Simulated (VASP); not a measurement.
# Al2Au (Fm-3m) in VASP: further runs

Runs on Al2Au. Level: LDA. Tasks: vibrations by perturbation theory.

Everything below comes from runs of VASP 6.6.1. Logs are shortened: lines on timing, memory, paths and dates and some standing lists are left out, and cuts for length are marked.

**1. The cell of the first run**

It takes space group Fm-3m (No. 225, cubic). Conventional cell: a = 5.898 Å, b = 5.898 Å, c = 5.898 Å, α = 90.00°, β = 90.00°, γ = 90.00°. Al (site symmetry -43m) has 4 Au at 2.55 Å and 6 Al at 2.95 Å within 3.4 Å. Au (site symmetry m-3m) has 8 Al at 2.55 Å within 3.4 Å.

**2. Vibrations by perturbation theory, LDA (17.09 Å³/atom)**

The input, INCAR:

```
SYSTEM = Al2Au
  PREC = Accurate
  ENCUT = 520
  EDIFF = 1E-8
  ISMEAR = -1
  SIGMA = 0.05
  LREAL = .False.
  LASPH = .True.
  NELM = 60
  ALGO = Normal
  ISIF = 2
  LWAVE = .False.
  LCHARG = .False.
  NBANDS = 16
  IBRION = 8
  NSW = 1
```

The input, KPOINTS:

```
regular mesh
0
Gamma
  10 10 10
  0 0 0
```

The input, POSCAR:

```
Al2Au
1.0
    0.0000000000      2.9487608062      2.9487608062
    2.9487608062      0.0000000000      2.9487608062
    2.9487608062      2.9487608062      0.0000000000
Al Au
2 1
Direct
    0.2500000000      0.2500000000      0.2500000000
    0.7500000000      0.7500000000      0.7500000000
    0.0000000000      0.0000000000      0.0000000000
```

Potentials or basis: VASP PAW LDA potentials, release 64 (Al, Au).

Started as:

```sh
> cat potpaw_LDA.64/Al/POTCAR potpaw_LDA.64/Au/POTCAR > POTCAR
> mpirun -np 1 vasp_std > vasp.out
```

OUTCAR:

```text
SYSTEM = Al2Au
   PREC = Accurate
   ENCUT = 520
   EDIFF = 1E-8
   ISMEAR = -1
   LREAL = .False.
   LASPH = .True.
   NELM = 60
   ISIF = 2
   IBRION = 8
   NSW = 1

 ion  position               nearest neighbor table
   1  0.250  0.250  0.250-   3 2.55   3 2.55   3 2.55   3 2.55   2 2.95   2 2.95   2 2.95   2 2.95
                             2 2.95   2 2.95
   2  0.750  0.750  0.750-   3 2.55   3 2.55   3 2.55   3 2.55   1 2.95   1 2.95   1 2.95   1 2.95
                             1 2.95   1 2.95
   3  0.000  0.000  0.000-   2 2.55   2 2.55   2 2.55   1 2.55   2 2.55   1 2.55   1 2.55   1 2.55

  LATTYP: Found a face centered cubic cell.
 ALAT       =     5.8975216124

  Lattice vectors:

 A1 = (   0.0000000000,   2.9487608062,   2.9487608062)
 A2 = (   2.9487608062,   0.0000000000,   2.9487608062)
 A3 = (   2.9487608062,   2.9487608062,   0.0000000000)

Analysis of symmetry for initial positions (statically):
=====================================================================
 Subroutine PRICEL returns:
 Original cell was already a primitive cell.

 Routine SETGRP: Setting up the symmetry group for a
 face centered cubic supercell.

 Subroutine GETGRP returns: Found 48 space group operations
 (whereof 48 operations were pure point group operations)
 out of a pool of 48 trial point group operations.

The static configuration has the point symmetry O_h .

Analysis of symmetry for dynamics (positions and initial velocities):
=====================================================================
 Subroutine PRICEL returns:
 Original cell was already a primitive cell.

 Routine SETGRP: Setting up the symmetry group for a
 face centered cubic supercell.

 Subroutine GETGRP returns: Found 48 space group operations
 (whereof 48 operations were pure point group operations)
 out of a pool of 48 trial point group operations.

The dynamic configuration has the point symmetry O_h .

 Subroutine INISYM returns: Found 48 space group operations
 (whereof 48 operations are pure point group operations),
 and found     1 'primitive' translations

----------------------------------------------------------------------------------------

                                     Primitive cell

  volume of cell :      51.2801

  direct lattice vectors                    reciprocal lattice vectors
     0.000000000  2.948760806  2.948760806    -0.169562753  0.169562753  0.169562753
     2.948760806  0.000000000  2.948760806     0.169562753 -0.169562753  0.169562753
     2.948760806  2.948760806  0.000000000     0.169562753  0.169562753 -0.169562753

  length of vectors
     4.170177524  4.170177524  4.170177524     0.293691303  0.293691303  0.293691303

  position of ions in fractional coordinates (direct lattice)
     0.250000000  0.250000000  0.250000000
     0.750000000  0.750000000  0.750000000
     0.000000000  0.000000000  0.000000000

  ion indices of the primitive-cell ions
   primitive index   ion index
                 1           1
                 2           2
                 3           3

----------------------------------------------------------------------------------------

 KPOINTS: regular mesh

Automatic generation of k-mesh.
 Grid dimensions read from file:
 generate k-points for:   10   10   10

 Generating k-lattice:
[... 88 lines left out ...]
   LHFCALC =     F    Hartree Fock is set to
   AEXX    =    0.0000 exact exchange contribution
   IVDW    =     0    specifies the selected vdW correction
   LEPSILON=     F    determine dielectric tensor
   LRPA    =     F    only Hartree local field effects (RPA)
 non-spin polarized calculation
  energy-cutoff  :      520.00
  volume of cell :       51.28
 maximum number of plane-waves:      1411
   NGX = 15   NGY = 15   NGZ = 15

--------------------------------------- Ionic step        1  -------------------------------------------

 number of electron      16.9999999 magnetization

 Free energy of the ion-electron system (eV)
  ---------------------------------------------------
  ext. energy  EPLUGINS =         0.00000000
  ---------------------------------------------------
  free energy    TOTEN  =       -14.27250604 eV

  energy without entropy =      -14.26601209  energy(sigma->0) =      -14.26925906

 E-fermi :   8.1874     XC(G=0): -10.9417

 val. band max:        8.1761898054   @ k =  -0.2000   0.1000   0.0000
 cond. band min:       8.2135836004   @ k =   0.5000   0.1000   0.0000
 fundamental gap:      0.0373937951
 Fermi energy:         8.1874168036

 k-point     1 :       0.0000    0.0000    0.0000
  band No.  band energies     occupation
      1      -2.7185      2.00000
      2       1.2919      2.00000
      3       1.2919      2.00000
      4       1.2919      2.00000
      5       2.3149      2.00000
      6       2.3149      2.00000
[... 433 lines left out ...]
      3       1.7057      2.00000
      4       1.8871      2.00000
      5       2.0998      2.00000
      6       2.5656      2.00000
[... 8 lines left out ...]
     15      17.3913      0.00000
     16      18.9987      0.00000

 [... further k-points ...]

------------------------ aborting loop because EDIFF is reached ----------------------------------------

  FORCE on cell =-STRESS in cart. coord.  units (eV):
  Direction    XX          YY          ZZ          XY          YZ          ZX
  --------------------------------------------------------------------------------------
  -------------------------------------------------------------------------------------
  Total        1.3312018      1.3312018      1.3312018      0.0000000      0.0000000     -0.0000000
  in kB       41.5916223     41.5916223     41.5916223      0.0000000      0.0000000     -0.0000000
  external PRESSURE =      41.5916223 kB  Pullay stress =       0.0000000 kB

 VOLUME and BASIS-vectors are now :
 -----------------------------------------------------------------------------
  energy-cutoff  :      520.00
  volume of cell :       51.28
      direct lattice vectors                 reciprocal lattice vectors
     0.000000000  2.948760806  2.948760806    -0.169562753  0.169562753  0.169562753
     2.948760806  0.000000000  2.948760806     0.169562753 -0.169562753  0.169562753
     2.948760806  2.948760806  0.000000000     0.169562753  0.169562753 -0.169562753

 POSITION                                       TOTAL-FORCE (eV/Angst)
 -----------------------------------------------------------------------------------
      1.47438      1.47438      1.47438         0.000000     -0.000000      0.000000
      4.42314      4.42314      4.42314        -0.000000      0.000000     -0.000000
      0.00000      0.00000      0.00000         0.000000     -0.000000      0.000000
 -----------------------------------------------------------------------------------
    total drift:                                0.000000     -0.000000      0.000000

  FREE ENERGIE OF THE ION-ELECTRON SYSTEM (eV)
  ---------------------------------------------------
  free  energy   TOTEN  =       -14.2725060386 eV

  energy  without entropy=      -14.2660120875  energy(sigma->0) =      -14.26925906

[... ionic steps 2 to 9 ...]

--------------------------------------- Ionic step       10  -------------------------------------------

 Free energy of the ion-electron system (eV)
  ---------------------------------------------------
  ---------------------------------------------------
  free energy    TOTEN  =        -0.28737027 eV

  energy without entropy =       -0.28737027

------------------------ aborting loop because EDIFF is reached ----------------------------------------

 INTERNAL STRAIN TENSOR  FOR ION    3  DIRECTION 1   (eV/Angst):
 -----------------------------------------------------------------------------
     0.00202  0.00000 -0.00000
    -0.00000  0.00017 -0.00000
    -0.00000 -0.00000  0.00017

 INTERNAL STRAIN TENSOR FOR ION    3 for displacements in x,y,z  (eV/Angst):
          X           Y           Z          XY          YZ          ZX
  --------------------------------------------------------------------------------
  x     0.00000     0.00000     0.00000     0.00000     0.00000     0.00000
  y     0.00000     0.00000     0.00000     0.00000     0.00000     0.00000
  z     0.00000     0.00000     0.00000     0.00000     0.00000     0.00000

 SECOND DERIVATIVES (NOT SYMMETRIZED)
 ------------------------------------
               1X          1Y          1Z          2X          2Y          2Z          3X          3Y          3Z
  1X    -6.502110    0.000000    0.000000    1.648395    0.000000    0.000000    4.853715    0.000000    0.000000
  1Y     0.000000   -6.502110    0.000000    0.000000    1.648395    0.000000    0.000000    4.853715    0.000000
  1Z     0.000000    0.000000   -6.502110    0.000000    0.000000    1.648395    0.000000    0.000000    4.853715
  2X     1.648395    0.000000    0.000000   -6.502110    0.000000    0.000000    4.853715    0.000000    0.000000
  2Y     0.000000    1.648395    0.000000    0.000000   -6.502110    0.000000    0.000000    4.853715    0.000000
  2Z     0.000000    0.000000    1.648395    0.000000    0.000000   -6.502110    0.000000    0.000000    4.853715
  3X     4.847263    0.000000    0.000000    4.847263    0.000000    0.000000   -9.694526    0.000000    0.000000
  3Y     0.000000    4.847263    0.000000    0.000000    4.847263    0.000000    0.000000   -9.694526    0.000000
  3Z     0.000000    0.000000    4.847263    0.000000    0.000000    4.847263    0.000000    0.000000   -9.694526

 Eigenvectors and eigenvalues of the dynamical matrix
 ----------------------------------------------------

   1 f  =    8.592389 THz    53.987574 2PiTHz  286.611256 cm-1    35.535251 meV
             X         Y         Z           dx          dy          dz
      1.474380  1.474380  1.474380     0.170645    0.142805   -0.671183
      4.423141  4.423141  4.423141    -0.170645   -0.142805    0.671183
      0.000000  0.000000  0.000000     0.000000   -0.000000    0.000000
[... 43 lines left out ...]
   9 f/i=    0.002044 THz     0.012842 2PiTHz    0.068176 cm-1     0.008453 meV
             X         Y         Z           dx          dy          dz
      1.474380  1.474380  1.474380     0.327544   -0.011305    0.000000
      4.423141  4.423141  4.423141     0.327544   -0.011305   -0.000000
      0.000000  0.000000  0.000000     0.885574   -0.030565    0.000000

--------------------------------------------------------------------------------------------------------

 ELASTIC MODULI CONTR FROM IONIC RELAXATION (kBar)
 Direction    XX          YY          ZZ          XY          YZ          ZX
 --------------------------------------------------------------------------------
 XX          -0.0000     -0.0000     -0.0000      0.0000     -0.0000     -0.0000
 YY          -0.0000     -0.0000     -0.0000      0.0000      0.0000      0.0000
 ZZ          -0.0000     -0.0000     -0.0000     -0.0000      0.0000     -0.0000
 XY           0.0000      0.0000     -0.0000   -439.7760      0.0000      0.0000
 YZ          -0.0000      0.0000      0.0000      0.0000   -439.7760     -0.0000
 ZX          -0.0000      0.0000     -0.0000      0.0000     -0.0000   -439.7760
 --------------------------------------------------------------------------------
```

It took 4.1 min on 1 thread of Intel Xeon Platinum 8259CL at 2.50GHz (Skylake/Cascade Lake), shared host; peak memory 0.41 GiB.

Results:

- Highest phonon frequency at Γ: 287 cm⁻¹

Phonon frequencies in cm⁻¹ (negative: imaginary):
```
              q point                    frequencies
(0.000, 0.000, 0.000)  0 0 0 250 250 250 287 287 287
```

Caveat: the cell stands under pressure or tension, which shifts response properties; spin-orbit coupling is left out, which moves the levels of the heavy elements.

**3. Vibrations by perturbation theory, LDA**

This run uses another cell than the first one, of 17.62 Å³/atom.

The input, INCAR:

```
SYSTEM = Al2Au
  ALGO = Normal
  EDIFF = 1E-8
  ENCUT = 520
  IBRION = 8
  ISIF = 2
  ISMEAR = -1
  LASPH = .TRUE.
  LCHARG = .FALSE.
  LREAL = .FALSE.
  LWAVE = .FALSE.
  NELM = 60
  NSW = 1
  PREC = Accurate
  SIGMA = 0.05
```

The input, KPOINTS:

```
k-points
0
G
  10 10 10
  0 0 0
```

The input, POSCAR:

```
Al2Au
1.0
    0.0000000000      2.9788522805      2.9788522805
    2.9788522805      0.0000000000      2.9788522805
    2.9788522805      2.9788522805      0.0000000000
Al Au
2 1
Direct
    0.2500000000      0.2500000000      0.2500000000
    0.7500000000      0.7500000000      0.7500000000
    0.0000000000      0.0000000000      0.0000000000
```

Potentials or basis: VASP PAW LDA potentials, release 64 (Al, Au).

Started as:

```sh
> cat potpaw_LDA.64/Al/POTCAR potpaw_LDA.64/Au/POTCAR > POTCAR
> mpirun -np 1 vasp_std > vasp.out
```

OUTCAR:

```text
SYSTEM = Al2Au
   EDIFF = 1E-8
   ENCUT = 520
   IBRION = 8
   ISIF = 2
   ISMEAR = -1
   LASPH = .TRUE.
   LREAL = .FALSE.
   NELM = 60
   NSW = 1
   PREC = Accurate

 ion  position               nearest neighbor table
   1  0.250  0.250  0.250-   3 2.58   3 2.58   3 2.58   3 2.58   2 2.98   2 2.98   2 2.98   2 2.98
                             2 2.98   2 2.98
   2  0.750  0.750  0.750-   3 2.58   3 2.58   3 2.58   3 2.58   1 2.98   1 2.98   1 2.98   1 2.98
                             1 2.98   1 2.98
   3  0.000  0.000  0.000-   2 2.58   2 2.58   2 2.58   1 2.58   2 2.58   1 2.58   1 2.58   1 2.58

  LATTYP: Found a face centered cubic cell.
 ALAT       =     5.9577045610

  Lattice vectors:

 A1 = (   0.0000000000,   2.9788522805,   2.9788522805)
 A2 = (   2.9788522805,   0.0000000000,   2.9788522805)
 A3 = (   2.9788522805,   2.9788522805,   0.0000000000)

[... 601 lines left out ...]
  x     0.00000     0.00000     0.00000     0.00000     0.00000     0.00000
  y     0.00000     0.00000     0.00000     0.00000     0.00000     0.00000
  z     0.00000     0.00000     0.00000     0.00000     0.00000     0.00000

 SECOND DERIVATIVES (NOT SYMMETRIZED)
 ------------------------------------
               1X          1Y          1Z          2X          2Y          2Z          3X          3Y          3Z
  1X    -5.765904    0.000000    0.000000    1.484107    0.000000    0.000000    4.281798    0.000000    0.000000
  1Y     0.000000   -5.765904    0.000000    0.000000    1.484107    0.000000    0.000000    4.281798    0.000000
  1Z     0.000000    0.000000   -5.765904    0.000000    0.000000    1.484107    0.000000    0.000000    4.281798
  2X     1.484107    0.000000    0.000000   -5.765904    0.000000    0.000000    4.281798    0.000000    0.000000
  2Y     0.000000    1.484107    0.000000    0.000000   -5.765904    0.000000    0.000000    4.281798    0.000000
  2Z     0.000000    0.000000    1.484107    0.000000    0.000000   -5.765904    0.000000    0.000000    4.281798
  3X     4.272215    0.000000    0.000000    4.272215    0.000000    0.000000   -8.544429    0.000000    0.000000
  3Y     0.000000    4.272215    0.000000    0.000000    4.272215    0.000000    0.000000   -8.544429    0.000000
  3Z     0.000000    0.000000    4.272215    0.000000    0.000000    4.272215    0.000000    0.000000   -8.544429

 Eigenvectors and eigenvalues of the dynamical matrix
 ----------------------------------------------------

   1 f  =    8.103844 THz    50.917951 2PiTHz  270.315125 cm-1    33.514789 meV
             X         Y         Z           dx          dy          dz
      1.489426  1.489426  1.489426     0.080428   -0.056977   -0.700203
      4.468278  4.468278  4.468278    -0.080428    0.056977    0.700203
      0.000000  0.000000  0.000000     0.000000   -0.000000    0.000000
[... 43 lines left out ...]
   9 f/i=    0.003233 THz     0.020311 2PiTHz    0.107829 cm-1     0.013369 meV
             X         Y         Z           dx          dy          dz
      1.489426  1.489426  1.489426    -0.151299    0.240632   -0.162913
      4.468278  4.468278  4.468278    -0.151299    0.240632   -0.162913
      0.000000  0.000000  0.000000    -0.409250    0.650889   -0.440665

--------------------------------------------------------------------------------------------------------

 ELASTIC MODULI CONTR FROM IONIC RELAXATION (kBar)
 Direction    XX          YY          ZZ          XY          YZ          ZX
 --------------------------------------------------------------------------------
 XX          -0.0000     -0.0000     -0.0000     -0.0000     -0.0000      0.0000
 YY          -0.0000     -0.0000     -0.0000     -0.0000     -0.0000     -0.0000
 ZZ          -0.0000     -0.0000     -0.0000      0.0000     -0.0000      0.0000
 XY          -0.0000     -0.0000      0.0000   -347.1119      0.0000     -0.0000
 YZ          -0.0000     -0.0000     -0.0000      0.0000   -347.1119      0.0000
 ZX           0.0000     -0.0000      0.0000     -0.0000      0.0000   -347.1119
 --------------------------------------------------------------------------------
```

stdout:

```text
POSCAR found type information on POSCAR AlAu
 POSCAR found :  2 types and       3 ions
 scaLAPACK will be used
 LDA part: xc-table for (Slater(with rela. corr.)+CA(PZ))
 , standard interpolation
 POSCAR, INCAR and KPOINTS ok, starting setup
 FFT: planning ... GRIDC
 FFT: planning ... GRID_SOFT
 FFT: planning ... GRID
 WAVECAR not read
 entering main loop
 Linear response reoptimize wavefunctions to high precision
 Linear response DOF=           2
 Linear response progress:
 first order change of Fermi-energy   0.10317E-04
 force on displaced ion       1 direction 1 :  -5.766  -0.000  -0.000
 Linear response progress:
 first order change of Fermi-energy   0.78397E-04
 force on displaced ion       3 direction 1 :  -8.544   0.000   0.000
 Linear response finished
```

Run time: 3.7 min. Hardware: 1 thread of Intel Xeon Platinum 8259CL at 2.50GHz (Skylake/Cascade Lake), shared host; peak memory 0.37 GiB.

Results:

```
Highest phonon frequency at Γ : 270 cm⁻¹
```

Phonon frequencies in cm⁻¹ (negative: imaginary):
| q point | frequencies |
| --- | --- |
| (0.000, 0.000, 0.000) | 0 0 0 234 234 234 270 270 270 |

Caveat: spin-orbit coupling is left out, which moves the levels of the heavy elements.

(Part 1 of 2 ends here.)
